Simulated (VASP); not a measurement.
# Cu (Fm-3m) in VASP: single point with LDA

Aim: the single point of Cu with LDA.

All numbers are computed with VASP 6.6.1; they aren't measurements. Logs are shortened: lines on timing, memory, paths and dates and some standing lists are left out, and cuts for length are marked.

## 1. The cell of the first run

Symmetry: Fm-3m, No. 225, cubic system. The conventional cell has a = 3.519 Å, b = 3.519 Å, c = 3.519 Å, α = 90.00°, β = 90.00°, γ = 90.00°. Cu (site symmetry m-3m) has 12 Cu at 2.49 Å within 3.3 Å.

## 2. Single point, LDA

The input, INCAR:

```
  PREC = Accurate
  ENCUT = 700
  EDIFF = 1E-6
  ISMEAR = -1
  SIGMA = 0.15
  LREAL = False
  LASPH = True
  NELM = 120
  ALGO = Normal
  ISIF = 2
  LWAVE = False
  LCHARG = False
  GGA = CA
  NBANDS = 16
  GGA_COMPAT = False
```

The input, KPOINTS:

```
regular mesh
0
Gamma
  20 20 20
```

The input, POSCAR:

```
Cu
1.0
    0.0000000000      1.7594038554      1.7594038554
    1.7594038554      0.0000000000      1.7594038554
    1.7594038554      1.7594038554      0.0000000000
Cu
1
Direct
    0.0000000000      0.0000000000      0.0000000000
```

Potentials or basis: VASP PAW LDA potentials, release 64 (Cu_sv_GW).

Started as:

```bash
$ cat potpaw_LDA.64/Cu_sv_GW/POTCAR > POTCAR
$ mpirun -np 1 vasp_std > vasp.out
```

OUTCAR:

```text
PREC = Accurate
   ENCUT = 700
   EDIFF = 1E-6
   ISMEAR = -1
   LREAL = False
   LASPH = True
   NELM = 120
   ISIF = 2
   GGA = CA

 ion  position               nearest neighbor table
   1  0.000  0.000  0.000-

  LATTYP: Found a face centered cubic cell.
 ALAT       =     3.5188077108

  Lattice vectors:

 A1 = (   0.0000000000,   1.7594038554,   1.7594038554)
 A2 = (   1.7594038554,   0.0000000000,   1.7594038554)
 A3 = (   1.7594038554,   1.7594038554,   0.0000000000)

Analysis of symmetry for initial positions (statically):
=====================================================================
 Subroutine PRICEL returns:
 Original cell was already a primitive cell.

 Routine SETGRP: Setting up the symmetry group for a
 face centered cubic supercell.

 Subroutine GETGRP returns: Found 48 space group operations
 (whereof 48 operations were pure point group operations)
 out of a pool of 48 trial point group operations.

The static configuration has the point symmetry O_h .

Analysis of symmetry for dynamics (positions and initial velocities):
=====================================================================
 Subroutine PRICEL returns:
 Original cell was already a primitive cell.

 Routine SETGRP: Setting up the symmetry group for a
 face centered cubic supercell.

 Subroutine GETGRP returns: Found 48 space group operations
 (whereof 48 operations were pure point group operations)
 out of a pool of 48 trial point group operations.

The dynamic configuration has the point symmetry O_h .

 Subroutine INISYM returns: Found 48 space group operations
 (whereof 48 operations are pure point group operations),
 and found     1 'primitive' translations

----------------------------------------------------------------------------------------

                                     Primitive cell

  volume of cell :      10.8925

  direct lattice vectors                    reciprocal lattice vectors
     0.000000000  1.759403855  1.759403855    -0.284187169  0.284187169  0.284187169
     1.759403855  0.000000000  1.759403855     0.284187169 -0.284187169  0.284187169
     1.759403855  1.759403855  0.000000000     0.284187169  0.284187169 -0.284187169

  length of vectors
     2.488172794  2.488172794  2.488172794     0.492226615  0.492226615  0.492226615

  position of ions in fractional coordinates (direct lattice)
     0.000000000  0.000000000  0.000000000

  ion indices of the primitive-cell ions
   primitive index   ion index
                 1           1

----------------------------------------------------------------------------------------

 KPOINTS: regular mesh

Automatic generation of k-mesh.
 Grid dimensions read from file:
 generate k-points for:   20   20   20

 Generating k-lattice:

  Cartesian coordinates                     Fractional coordinates (reciprocal lattice)
    -0.014209358  0.014209358  0.014209358     0.050000000  0.000000000  0.000000000
     0.014209358 -0.014209358  0.014209358     0.000000000  0.050000000  0.000000000
     0.014209358  0.014209358 -0.014209358     0.000000000  0.000000000  0.050000000

  Length of vectors
     0.024611331  0.024611331  0.024611331

  Shift w.r.t. Gamma in fractional coordinates (k-lattice)
     0.000000000  0.000000000  0.000000000

 Subroutine IBZKPT returns following result:
 ===========================================

 Found    256 irreducible k-points:

 Following reciprocal coordinates:
            Coordinates               Weight
  0.000000  0.000000  0.000000      1.000000
  0.050000  0.000000  0.000000      8.000000
  0.100000  0.000000  0.000000      8.000000
  0.150000  0.000000  0.000000      8.000000
  0.200000  0.000000  0.000000      8.000000
  0.250000  0.000000  0.000000      8.000000
[... 16 lines left out ...]
 -0.400000  0.050000  0.000000     24.000000
 -0.350000  0.050000  0.000000     24.000000
 [... further k-points ...]
   k-points           NKPTS =    256   k-points in BZ     NKDIM =    256   number of bands    NBANDS=     16
   number of dos      NEDOS =    301   number of ions     NIONS =      1
   total plane-waves  NPLWV =  13824
   dimension x,y,z NGX =    24 NGY =   24 NGZ =   24
   dimension x,y,z NGXF=    48 NGYF=   48 NGZF=   48
   ions per type =               1
   NGX,Y,Z   is equivalent  to a cutoff of  16.04, 16.04, 16.04 a.u.
   NGXF,Y,Z  is equivalent  to a cutoff of  32.07, 32.07, 32.07 a.u.
 SYSTEM =  unknown system
   PREC   = accura    normal or accurate (medium, high low for compatibility)
   ISTART =      0    job   : 0-new  1-cont  2-samecut
   ICHARG =      2    charge: 1-file 2-atom 10-const
   ISPIN  =      1    spin polarized calculation?
   LNONCOLLINEAR =      F non collinear calculations
   LSORBIT =      F    spin-orbit coupling
   LASPH  =      T    aspherical Exc in radial PAW
   ENCUT  =  700.0 eV  51.45 Ry    7.17 a.u.   5.37  5.37  5.37*2*pi/ulx,y,z
   NELM   =    120;   NELMIN=  2; NELMDL= -5     # of ELM steps
   EDIFF  = 0.1E-05   stopping-criterion for ELM
   LREAL  =      F    real-space projection
   EDIFFG = 0.1E-04   stopping-criterion for IOM
   NSW    =      0    number of steps for IOM
   IBRION =     -1    ionic relax: 0-MD 1-quasi-New 2-CG
   NFREE  =      0    steps in history (QN), initial steepest desc. (CG)
   ISIF   =      2    stress and relaxation
   ISYM   =      2    0-nonsym 1-usesym 2-fastsym
   POTIM  = 0.5000    time-step for ionic-motion
   TEBEG  =    0.0;   TEEND  =   0.0 temperature during run
   PSTRESS=    0.0 pullay stress
   NELECT =      19.0000    total number of electrons
   NUPDOWN=      -1.0000    fix difference up-down
   EMIN   =  10.00;   EMAX   =-10.00  energy-range for DOS
   EFERMI =   0.00;   METHOD = LEGACY
   ISMEAR =    -1;   SIGMA  =   0.15  broadening in eV -4-tet -1-fermi 0-gaus
   EFERMI_NEDOS =   21; number of points for ismear=-14 and -15
   IALGO  =     38    algorithm
   IMIX   =      4    mixing-type and parameters
     AMIX     =   0.40;   BMIX     =  1.00
     AMIX_MAG =   1.60;   BMIX_MAG =  1.00
  volume/ion in A,a.u.               =      10.89        73.51
  Fermi-wavevector in a.u.,A,eV,Ry     =   1.970685  3.724054 52.839565  3.883598
  Thomas-Fermi vector in A             =   2.993384
   LORBIT       =      0    0 simple, 1 ext, 2 COOP (PROOUT), +10 PAW based schemes
   GGA     = CA    functional components
   LHFCALC =     F    Hartree Fock is set to
   AEXX    =    0.0000 exact exchange contribution
   IVDW    =     0    specifies the selected vdW correction
   LEPSILON=     F    determine dielectric tensor
   LRPA    =     F    only Hartree local field effects (RPA)
 non-spin polarized calculation
  energy-cutoff  :      700.00
  volume of cell :       10.89
 maximum number of plane-waves:       471
 NGX is ok and might be reduce to    24
   NGX = 11   NGY = 11   NGZ = 11

 number of electron      18.9999999 magnetization

 Free energy of the ion-electron system (eV)
  ---------------------------------------------------
  ext. energy  EPLUGINS =         0.00000000
  ---------------------------------------------------
  free energy    TOTEN  =        -4.86667750 eV

  energy without entropy =       -4.84574820  energy(sigma->0) =       -4.85621285

 E-fermi :   8.2567     XC(G=0): -14.3572

 val. band max:        8.2440187026   @ k =   0.4500   0.3500   0.0000
 cond. band min:       8.2996340527   @ k =   0.5000   0.3500   0.1500
 fundamental gap:      0.0556153502
 Fermi energy:         8.2567173785

 k-point     1 :       0.0000    0.0000    0.0000
  band No.  band energies     occupation
      1    -103.4615      2.00000
      2     -61.3473      2.00000
      3     -61.3473      2.00000
      4     -61.3473      2.00000
      5      -1.8075      2.00000
      6       4.9192      2.00000
[... 8 lines left out ...]
     15      37.1864      0.00000
     16      37.1864      0.00000

 k-point     2 :       0.0500    0.0000    0.0000
  band No.  band energies     occupation
      1    -103.4610      2.00000
      2     -61.3510      2.00000
      3     -61.3478      2.00000
      4     -61.3478      2.00000
      5      -1.7108      2.00000
      6       4.8964      2.00000
[... 8 lines left out ...]
     15      37.6317      0.00000
     16      37.6317      0.00000

 k-point     3 :       0.1000    0.0000    0.0000
  band No.  band energies     occupation
      1    -103.4597      2.00000
      2     -61.3624      2.00000
      3     -61.3496      2.00000
      4     -61.3496      2.00000
      5      -1.4232      2.00000
      6       4.8332      2.00000
[... 8 lines left out ...]
     15      38.5905      0.00000
     16      38.5905      0.00000

 k-point     4 :       0.1500    0.0000    0.0000
  band No.  band energies     occupation
      1    -103.4578      2.00000
      2     -61.3796      2.00000
      3     -61.3528      2.00000
      4     -61.3528      2.00000
      5      -0.9545      2.00000
      6       4.7452      2.00000
[... 8 lines left out ...]
     15      39.1249      0.00000
     16      39.4816      0.00000
[... 324 lines left out ...]
 k-point    22 :      -0.4500    0.0500    0.0000
  band No.  band energies     occupation
      1    -103.4399      2.00000
      2     -61.4963      2.00000
      3     -61.3728      2.00000
      4     -61.3707      2.00000
      5       2.6486      2.00000
      6       4.8573      2.00000
[... 8 lines left out ...]
     15      34.9438      0.00000
     16      35.7998      0.00000

 k-point    23 :      -0.4000    0.0500    0.0000
  band No.  band energies     occupation
      1    -103.4411      2.00000
      2     -61.4880      2.00000
      3     -61.3722      2.00000
      4     -61.3687      2.00000
      5       2.5097      2.00000
      6       4.8942      2.00000
[... 8 lines left out ...]
     15      34.7530      0.00000
     16      36.1984      0.00000

 k-point    24 :      -0.3500    0.0500    0.0000
  band No.  band energies     occupation
      1    -103.4435      2.00000
      2     -61.4733      2.00000
      3     -61.3709      2.00000
      4     -61.3662      2.00000
      5       2.1619      2.00000
      6       4.9521      2.00000
[... 8 lines left out ...]
     15      34.8240      0.00000
     16      36.6776      0.00000

 [... further k-points ...]

------------------------ aborting loop because EDIFF is reached ----------------------------------------

  FORCE on cell =-STRESS in cart. coord.  units (eV):
  Direction    XX          YY          ZZ          XY          YZ          ZX
  --------------------------------------------------------------------------------------
  -------------------------------------------------------------------------------------
  Total       -0.2986022     -0.2986022     -0.2986022      0.0000000      0.0000000      0.0000000
  in kB      -43.9214835    -43.9214835    -43.9214835      0.0000000      0.0000000      0.0000000
  external PRESSURE =     -43.9214835 kB  Pullay stress =       0.0000000 kB

 VOLUME and BASIS-vectors are now :
 -----------------------------------------------------------------------------
  energy-cutoff  :      700.00
  volume of cell :       10.89
      direct lattice vectors                 reciprocal lattice vectors
     0.000000000  1.759403855  1.759403855    -0.284187169  0.284187169  0.284187169
     1.759403855  0.000000000  1.759403855     0.284187169 -0.284187169  0.284187169
     1.759403855  1.759403855  0.000000000     0.284187169  0.284187169 -0.284187169

 POSITION                                       TOTAL-FORCE (eV/Angst)
 -----------------------------------------------------------------------------------
      0.00000      0.00000      0.00000         0.000000      0.000000      0.000000
 -----------------------------------------------------------------------------------
    total drift:                               -0.000000      0.000000      0.000000

  FREE ENERGIE OF THE ION-ELECTRON SYSTEM (eV)
  ---------------------------------------------------
  free  energy   TOTEN  =        -4.8666774968 eV

  energy  without entropy=       -4.8457482045  energy(sigma->0) =       -4.85621285
```

It took 93 s on 1 thread of AMD EPYC 7R43 (Zen 3), shared host; peak memory 0.17 GiB.

Results:

| Property | Result |
| --- | --- |
| Free energy | -4.8667 eV |
| Pressure | -4.4 GPa |
| Band gap on the k mesh | zero (an odd number of electrons rules out a gap without spin polarisation) |

Levels at points of the mesh, in eV from the Fermi level:
| k point | band 7 | band 8 | band 9 | band 10 | band 11 | band 12 | band 13 | band 14 |
| --- | --- | --- | --- | --- | --- | --- | --- | --- |
| (0.00, 0.00, 0.00) | -3.34 | -3.34 | -2.38 | -2.38 | 23.32 | 26.41 | 26.41 | 26.41 |
| (0.50, 0.00, 0.00) | -3.37 | -1.72 | -1.72 | -1.29 | 4.12 | 21.78 | 23.15 | 23.15 |
| (0.50, 0.50, 0.00) | -1.74 | -1.56 | -1.56 | 1.36 | 7.67 | 13.58 | 13.58 | 18.46 |

Caveat: the cell stands under tension.

The gap in the log of VASP goes by the Fermi energy; the results here count the filled bands.